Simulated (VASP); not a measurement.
Runs of VASP 6.6.1 on TiO2. The structure is that of space group I4_1/amd (No. 141), or close to it. The cells are those of the table. 

```tsv
cell	gap on the mesh (eV)	pressure (GPa)	largest force (eV/Å)
a = 5.436 Å, angles 138.5, 138.5, 60.2°, 6 atoms	2.09	1.8	0.61
a = 5.607 Å, angles 140.4, 140.4, 57.3°, 6 atoms	2.09	-2.4	0.21
a = 5.499 Å, angles 139.0, 139.0, 59.4°, 6 atoms	(c)	-1.8	(b)
a = 5.479 Å, angles 139.4, 139.4, 58.7°, 6 atoms	2.14	4.1	0.30
a = 5.524 Å, angles 140.4, 140.4, 57.2°, 6 atoms	2.20	7.3	0.01
a = 5.587 Å, angles 140.9, 140.9, 56.5°, 6 atoms	(a)	4.1	0.25
a = 5.652 Å, angles 141.3, 141.3, 55.8°, 6 atoms	2.16	(d)	0.44
```

Alike in all rows: task single point; level PBE; potentials or basis VASP PAW PBE potentials, release 64 (Ti_sv, O); no spin polarisation; k mesh 10 × 10 × 10; cutoff (eV) 520; smearing gaussian 0.05 eV.

Problem. Fill in the values left out.

Solution. (a) 2.18; (b) 0.28; (c) 2.06; (d) 1.2.

A k mesh can miss the band edges.
